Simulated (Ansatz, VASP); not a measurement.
One calculation of AlB2As3, two programs

```
Al B As
1.0
     1.65240   -7.14219    0.00000
     1.65240    7.14219    0.00000
     0.00000    0.00000    4.05401
Al B As
1 2 3
Direct
  0.00000 0.00000 0.00000
  0.50000 0.00000 0.50000
  0.00000 0.50000 0.50000
  0.50000 0.50000 0.50000
  0.64733 0.35267 0.00000
  0.35267 0.64733 0.00000
```

Change from the starting cell: species swapped into the TbCo2Ni3 type (Cmmm, No. 65).

Alike in both runs: functional PBE; k mesh 6 × 6 × 4; occupations gaussian, width 0.1 eV; no spin polarisation.

Ansatz relaxed the structure, and its values are those at the end. VASP's run is a single point on that final structure, the one shown.

```csv
,VASP,Ansatz
version,VASP 6.6.1,Ansatz 0.2.0
potentials or method,"VASP PAW PBE potentials, release 64 (Al, B, As), cutoff 520 eV","scalar-relativistic, plane waves, PAW"
valence electrons in the cell,24,54
```

|  | VASP | Ansatz | Ansatz less VASP |
| --- | --- | --- | --- |
| gap on the k mesh at the Fermi level (eV) | none | none | - |
| pressure (GPa) | 0.0 | -0.1 | -0.12 |

A gap of «none» marks a metal or a gap that the smearing closes. VASP's potentials hold 24 valence electrons a cell and Ansatz's 54, so a difference there can come from the potentials and not from the codes.

The k mesh is coarse, so the values compare programs but aren't converged.
